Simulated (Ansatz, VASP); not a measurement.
# Two plane-wave programs on EuTiSe2

```xyz
4
Lattice="5.2436 0.0000 0.0000 -2.6218 4.5411 0.0000 0.0000 0.0000 5.7613" Properties=species:S:1:pos:R:3 pbc="T T T"
Eu    0.0000    0.0000    2.8807
Ti    0.0000    0.0000    0.0000
Se    0.0000    3.0274    2.8807
Se    2.6218    1.5137    2.8807
```

Alike in both runs: functional PBE; k mesh 6 × 6 × 4; occupations gaussian, width 0.1 eV; collinear spin.

Ansatz relaxed the structure, and its values are those at the end. VASP's run is a single point on that final structure, the one shown.

|  | VASP | Ansatz |
| --- | --- | --- |
| version | VASP 6.6.1 | Ansatz 0.2.0 |
| potentials or method | VASP PAW PBE potentials, release 64 (Eu, Ti_sv, Se), cutoff 520 eV | scalar-relativistic, plane waves, PAW |
| valence electrons in the cell | 41 | 61 |

Ansatz gave:

| Property | Result |
| --- | --- |
| gap on the k mesh at the Fermi level (eV) | none |
| pressure (GPa) | -0.2 |
| net moment per atom (μB) | 2.43 |
| size of the moment on the site where the two differ most (μB) | 6.67 |

Problem. What did VASP give for the same quantities?

Solution. gap on the k mesh at the Fermi level (eV): none; pressure (GPa): -0.2; net moment per atom (μB): 2.43; size of the moment on the site where the two differ most (μB): 6.56.

Site moments also hang on the region over which each program counts them. A gap of «none» marks a metal or a gap that the smearing closes. VASP's potentials hold 41 valence electrons a cell and Ansatz's 61, so a difference there can come from the potentials and not from the codes.

Neither program's run includes spin-orbit coupling.
